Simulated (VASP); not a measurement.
# C (C2/m) in VASP: further runs, part 2 of 2

VASP 6.6.1. The steps go on from the part before.

## (3) Single point, r2SCAN+D4

This run uses another cell than the first one, of 8.82 Å³/atom.

POSCAR

```
C
1.0
    2.1244643755     -1.2265488548     -0.0105852733
    2.1244643755      1.2265488548     -0.0105852733
   -1.3946484305      0.0000000000      3.3903515377
C
2
Direct
    0.8333463229      0.8333463229      0.0000380254
    0.1666536771      0.1666536771      0.9999619746
```

INCAR.step1

```
PREC = Accurate
ENCUT = 520
ISMEAR = 1
SIGMA = 0.1
LREAL = False
LASPH = True
NELM = 60
NBANDS = 11
GGA = PE
ALGO = Normal
EDIFF = 1E-4
LWAVE = True
LCHARG = False
```

INCAR.step2

```
PREC = Accurate
ENCUT = 520
EDIFF = 1E-7
ISMEAR = 1
SIGMA = 0.1
LREAL = False
LASPH = True
NELM = 60
ALGO = Normal
ISIF = 2
LWAVE = False
LCHARG = False
METAGGA = R2SCAN
LMIXTAU = True
IVDW = 13
VDW_S6 = 1.0
VDW_S8 = 0.6018749
VDW_A1 = 0.51559235
VDW_A2 = 5.77342911
NBANDS = 11
ISTART = 1
```

KPOINTS

```
Automatic mesh
0
Gamma
  16 16 9
```

Potentials or basis: VASP PAW PBE potentials, release 64 (C).

On the command line:

```console
$ cat potpaw_PBE.64/C/POTCAR > POTCAR
$ cp INCAR.step1 INCAR
$ mpirun -np 1 vasp_std > vasp.out
$ cp INCAR.step2 INCAR
$ mpirun -np 1 vasp_std > vasp.out
```

OUTCAR:

```text
PREC = Accurate
   ENCUT = 520
   EDIFF = 1E-7
   ISMEAR = 1
   LREAL = False
   LASPH = True
   NELM = 60
   ISIF = 2
   METAGGA = R2SCAN
   IVDW = 13
   ISTART = 1

 ion  position               nearest neighbor table
   1  0.833  0.833  0.000-   2 1.42   2 1.42   2 1.42
   2  0.167  0.167  1.000-   1 1.42   1 1.42   1 1.42

  LATTYP: Found a base centered monoclinic cell.
 ALAT       =     4.2489814924
 B/A-ratio  =     0.5773378194
 C/A-ratio  =     0.8627940977
 COS(beta)  =    -0.3850313759

  Lattice vectors:

 A1 = (   2.1244643755,  -1.2265488548,  -0.0105852733)
 A2 = (   2.1244643755,   1.2265488548,  -0.0105852733)
 A3 = (  -1.3946484305,   0.0000000000,   3.3903515377)

Analysis of symmetry for initial positions (statically):
=====================================================================
 Subroutine PRICEL returns:
 Original cell was already a primitive cell.

 Routine SETGRP: Setting up the symmetry group for a
 base centered monoclinic supercell.

 Subroutine GETGRP returns: Found  4 space group operations
 (whereof  4 operations were pure point group operations)
 out of a pool of  4 trial point group operations.

The static configuration has the point symmetry C_2h.

Analysis of symmetry for dynamics (positions and initial velocities):
=====================================================================
 Subroutine PRICEL returns:
 Original cell was already a primitive cell.

 Routine SETGRP: Setting up the symmetry group for a
 base centered monoclinic supercell.

 Subroutine GETGRP returns: Found  4 space group operations
 (whereof  4 operations were pure point group operations)
 out of a pool of  4 trial point group operations.

The dynamic configuration has the point symmetry C_2h.

 Subroutine INISYM returns: Found  4 space group operations
 (whereof  4 operations are pure point group operations),
 and found     1 'primitive' translations

[... 119 lines left out ...]
   METAGGA = R2SCAN    functional components
   LHFCALC =     F    Hartree Fock is set to
   AEXX    =    0.0000 exact exchange contribution
   IVDW    =    13    specifies the selected vdW correction
   LEPSILON=     F    determine dielectric tensor
   LRPA    =     F    only Hartree local field effects (RPA)
 non-spin polarized calculation
 Methfessel and Paxton  Order N= 1 SIGMA  =   0.10
  energy-cutoff  :      520.00
  volume of cell :       17.63
 maximum number of plane-waves:       493
   NGX =  9   NGY =  9   NGZ = 13

 number of electron       8.0000000 magnetization

 Free energy of the ion-electron system (eV)
  ---------------------------------------------------
  ext. energy  EPLUGINS =         0.00000000
  ---------------------------------------------------
  free energy    TOTEN  =       -19.87343315 eV

  energy without entropy =      -19.87345658  energy(sigma->0) =      -19.87344096

 E-fermi :   4.5144     XC(G=0): -11.0911

 val. band max:        4.4406405713   @ k =  -0.3125   0.3125   0.0000
 cond. band min:       4.9852984959   @ k =  -0.3125   0.3750   0.3333
 fundamental gap:      0.5446579246
 Fermi energy:         4.5144229384

 k-point     1 :       0.0000    0.0000    0.0000
  band No.  band energies     occupation
      1     -16.3593      2.00000
      2      -2.4655      2.00000
      3       1.4516      2.00000
      4       1.4516      2.00000
      5       8.9890      0.00000
      6      13.4300      0.00000
      7      13.4302      0.00000
      8      17.0992      0.00000
      9      18.0900      0.00000
     10      28.8072      0.00000
     11      31.3694      0.00000
[... 309 lines left out ...]
 k-point    24 :      -0.0625    0.0625    0.0000
  band No.  band energies     occupation
      1     -16.0621      2.00000
      2      -2.1258      2.00000
      3       0.3452      2.00000
      4       0.8172      2.00000
      5       9.3421      0.00000
      6      13.6806      0.00000
      7      14.5238      0.00000
      8      16.0203      0.00000
      9      18.6877      0.00000
     10      28.9507      0.00000
     11      29.7055      0.00000

 [... further k-points ...]

------------------------ aborting loop because EDIFF is reached ----------------------------------------

  DFT-D4 for vdW energy calculation

  Edisp (eV):   -0.15178

  FORCE on cell =-STRESS in cart. coord.  units (eV):
  Direction    XX          YY          ZZ          XY          YZ          ZX
  --------------------------------------------------------------------------------------
  -------------------------------------------------------------------------------------
  Total       0.11962     0.12027    -0.00862     0.00000     0.00000    -0.00139
  in kB      10.86930    10.92863    -0.78305     0.00000     0.00000    -0.12603
  external pressure =        7.00 kB  Pullay stress =        0.00 kB

 VOLUME and BASIS-vectors are now :
 -----------------------------------------------------------------------------
  energy-cutoff  :      520.00
  volume of cell :       17.63
      direct lattice vectors                 reciprocal lattice vectors
     2.124464376 -1.226548855 -0.010585273     0.235836816 -0.407647847  0.097013375
     2.124464376  1.226548855 -0.010585273     0.235836816  0.407647847  0.097013375
    -1.394648430  0.000000000  3.390351538     0.001472648  0.000000000  0.295560450

 POSITION                                       TOTAL-FORCE (eV/Angst)
 -----------------------------------------------------------------------------------
      3.54078      0.00000     -0.01751        -0.000443      0.000000      0.000301
     -0.68650      0.00000      3.38669         0.000443      0.000000     -0.000301
 -----------------------------------------------------------------------------------
    total drift:                                0.000000      0.000000     -0.000000

  FREE ENERGIE OF THE ION-ELECTRON SYSTEM (eV)
  ---------------------------------------------------
  free  energy   TOTEN  =       -20.0252161926 eV

  energy  without entropy=      -20.0252396169  energy(sigma->0) =      -20.02522400
```

OUTCAR.step1:

```text
PREC = Accurate
   ENCUT = 520
   ISMEAR = 1
   LREAL = False
   LASPH = True
[... 560 lines left out ...]
      3.54078      0.00000     -0.01751        -0.000357      0.000000      0.008006
     -0.68650      0.00000      3.38669         0.000357      0.000000     -0.008006
 -----------------------------------------------------------------------------------
    total drift:                                0.000000      0.000000     -0.000000

  FREE ENERGIE OF THE ION-ELECTRON SYSTEM (eV)
  ---------------------------------------------------
  free  energy   TOTEN  =       -18.4212858002 eV

  energy  without entropy=      -18.4213107909  energy(sigma->0) =      -18.42129413
```

Wall time 2.8 min (1 thread of Intel Xeon 6975P-C (Granite Rapids), shared host); peak memory 0.2 GiB.

What came out:

```
Free energy                : -20.0252 eV
Pressure                   : 0.7 GPa
Dispersion energy per atom : -0.076 eV
```

Caveat: the PAW data sets were made with another functional, which shifts forces and pressure a little.

## (4) Relaxation of cell and atoms, PBEsol+D3(BJ)

This run uses another cell than the first one, of 9.15 Å³/atom.

INCAR

```
ALGO = Normal ; EDIFF = 1E-6
EDIFFG = -0.05 ; ENCUT = 600
GGA = PS ; IBRION = 2
ISIF = 3 ; ISMEAR = 1
IVDW = 12 ; LASPH = True
LCHARG = False ; LREAL = False
LWAVE = False ; NELM = 80
NSW = 80 ; PREC = Accurate
SIGMA = 0.1
```

KPOINTS

```
k-points
0
Gamma
  16 16 9
```

POSCAR

```
C
1.0
    2.1273200000     -1.2282820000      0.0000000000
    2.1273200000      1.2282820000      0.0000000000
   -1.3790700000      0.0000000000      3.5028300000
C
2
Direct
    0.8333560000      0.8333560000      0.0000930000
    0.1666440000      0.1666440000      0.9999070000
```

On the command line:

```console
$ cat potpaw_PBE.64/C/POTCAR > POTCAR
$ mpirun -np 1 vasp_std > vasp.out
```

Wall time 2.7 min (1 thread of Intel Xeon 6975P-C (Granite Rapids), shared host); peak memory 0.21 GiB.

It converged, with:

```
Free energy                           : -19.5127 eV
Relaxed volume                        : 8.54 Å³/atom
Relaxed cell                          : a = 2.459 Å, b = 2.459 Å, c = 3.547 Å, α = 109.83°, β = 109.83°, γ = 59.99°
Space group after relaxing (to 0.1 Å) : R-3m (No. 166)
Energy gained by relaxing             : 4.0 meV/atom
Ionic steps                           : 8
Pressure after relaxing               : 0.2 GPa
Largest force after relaxing          : 0.020 eV/Å
Dispersion energy per atom            : -0.113 eV
```

Forces on the atoms (eV/Å):
```
C   -0.007  0.000  0.019
C    0.007  0.000 -0.019
```

Stress tensor (GPa, compression positive):
```
 0.13  0.00 -0.05
 0.00  0.31  0.00
-0.05  0.00  0.08
```

The path:
```csv
step,energy change (eV),largest force (eV/Å),pressure (GPa),volume (Å³)
1,0.0000,0.0034,0.43,18.31
2,0.0001,0.0033,-2.99,18.37
3,-0.0006,0.0003,-1.21,18.34
4,-0.0018,0.0040,-1.18,18.21
5,-0.0050,0.0168,-0.99,17.85
6,-0.0079,0.0447,-0.48,17.12
7,-0.0042,0.1227,3.94,16.90
8,-0.0080,0.0204,0.17,17.09
```

Final structure:
```
C
1.0
     2.12955   -1.22914   -0.00283
     2.12955    1.22914   -0.00283
    -1.38515    0.00000    3.26545
C
2
Direct
  0.83336 0.83336 0.00002
  0.16664 0.16664 0.99998
```

Caveat: the PAW data sets were made with another functional, which shifts forces and pressure a little; the relaxation stopped at a loose force limit of 0.05 eV/Å, so its end isn't a converged minimum.

## (5) Relaxation of cell and atoms, LDA

This run uses another cell than the first one, of 9.15 Å³/atom.

INCAR

```
PREC = Accurate
ENCUT = 600
EDIFF = 1E-6
ISMEAR = 1
SIGMA = 0.1
LREAL = F
LASPH = T
NELM = 80
ALGO = Normal
ISIF = 3
LWAVE = F
LCHARG = F
GGA = CA
IBRION = 2
NSW = 80
EDIFFG = -0.05
```

KPOINTS

```
Automatic mesh
0
Gamma
  16 16 9
```

POSCAR is that of step 4.

Potentials or basis: VASP PAW LDA potentials, release 64 (C).

On the command line:

```console
$ cat potpaw_LDA.64/C/POTCAR > POTCAR
$ mpirun -np 1 vasp_std > vasp.out
```

It took 2 min on 1 thread of Intel Xeon 6975P-C (Granite Rapids), shared host; peak memory 0.19 GiB.

It converged, with:

| Property | Result |
| --- | --- |
| Free energy | -20.2324 eV |
| Relaxed volume | 8.76 Å³/atom |
| Relaxed cell | a = 2.446 Å, b = 2.446 Å, c = 3.653 Å, α = 109.09°, β = 109.09°, γ = 59.96° |
| Space group after relaxing (to 0.1 Å) | R-3m (No. 166) |
| Energy gained by relaxing | 3.3 meV/atom |
| Ionic steps | 7 |
| Pressure after relaxing | -0.1 GPa |
| Largest force after relaxing | 0.024 eV/Å |

Forces in eV/Å, atoms in the order of the input:
```
C   -0.012  0.000  0.021
C    0.012  0.000 -0.021
```

Stress tensor (GPa, compression positive):
```
-0.05  0.00 -0.04
 0.00  0.54  0.00
-0.04  0.00 -0.81
```

The path:
```csv
step,energy change (eV),largest force (eV/Å),pressure (GPa),volume (Å³)
1,0.0000,0.0022,-3.80,18.31
2,0.0107,0.0010,7.98,17.74
3,-0.0026,0.0012,-0.37,18.13
4,-0.0026,0.0012,-0.31,18.13
5,-0.0031,0.0013,-0.21,18.07
6,-0.0045,0.0089,-0.24,17.88
7,-0.0067,0.0242,-0.11,17.52
```

Final structure:
```yaml
crystal:
  lattice:
    - [2.11877, -1.22231, -0.00172]
    - [2.11877, 1.22231, -0.00172]
    - [-1.37638, 0.00000, 3.38416]
  atoms:
    - { symbol: C, position: [0.83336, 0.83336, 0.99994] }
    - { symbol: C, position: [0.16664, 0.16664, 0.00006] }
```

Caveat: the relaxation stopped at a loose force limit of 0.05 eV/Å, so its end isn't a converged minimum.

## (6) The runs side by side

| task | level | potentials or basis | cell | cutoff (eV) | pressure (GPa) | relaxed volume (Å³/atom) | largest force (eV/Å) |
| --- | --- | --- | --- | --- | --- | --- | --- |
| single point | LDA | VASP PAW LDA potentials, release 64 (C) | a = 2.445, b = 2.445, c = 3.623 Å, angles 109.6, 109.6, 60.0°, 2 atoms | 520 | 0.8 | - | - |
| single point | r2SCAN+D4 | VASP PAW PBE potentials, release 64 (C) | a = 2.453, b = 2.453, c = 3.666 Å, angles 109.5, 109.5, 60.0°, 2 atoms | 520 | 0.7 | - | - |
| relaxation of cell and atoms | PBEsol+D3(BJ) | VASP PAW PBE potentials, release 64 (C) | relaxed from a = 2.456, b = 2.456, c = 3.765 Å, angles 108.5, 108.5, 60.0°, 2 atoms | 600 | 0.2 | 8.54 | 0.02 |
| relaxation of cell and atoms | LDA | VASP PAW LDA potentials, release 64 (C) | relaxed from a = 2.456, b = 2.456, c = 3.765 Å, angles 108.5, 108.5, 60.0°, 2 atoms | 600 | -0.1 | 8.76 | 0.02 |

Alike in all rows: no spin polarisation; k mesh 16 × 16 × 9; smearing methfessel-paxton 0.1 eV.

Caveats: the PAW data sets were made with another functional, which shifts forces and pressure a little (at least some runs); the relaxation stopped at a loose force limit of 0.05 eV/Å, so its end isn't a converged minimum (at least some runs).

Total energies depend on the potentials used, so only differences within one code and one set of settings carry meaning.
